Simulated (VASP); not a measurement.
Sb:

```
Sb
1.0
     4.58728    0.00000    0.00000
     0.00000    4.47928    0.00000
    -1.33790    0.00000    6.44810
Sb
4
Direct
  0.33993 0.25000 0.68367
  0.93664 0.75000 0.76276
  0.06336 0.25000 0.23724
  0.66007 0.75000 0.31633
```

Base run:

| Quantity | Value |
| --- | --- |
| Program | VASP 6.6.1 |
| Functional | r2SCAN |
| Potentials or basis | VASP PAW PBE potentials, release 64 (Sb) |
| Cutoff | 520 eV |
| k mesh | 6 × 6 × 4 |
| Occupations | fermi-dirac, width 0.05 eV |
| Spin | no spin polarisation |

Its results: band gap on the k mesh zero (band 10 reaches 6.10 eV, above the bottom of band 11 at 5.61 eV); pressure -2.4 GPa; largest force 0.530 eV/Å.

Question: The run is repeated on the same cell with these changes: functional from r2SCAN to PBEsol. What comes out?

Answer: Band gap on the k mesh zero (band 10 reaches 5.99 eV, above the bottom of band 11 at 5.57 eV); pressure -3.8 GPa; largest force 0.314 eV/Å.

Caveats: the PAW data sets were made with another functional, which shifts forces and pressure a little; spin-orbit coupling is left out, which moves the levels of the heavy elements.
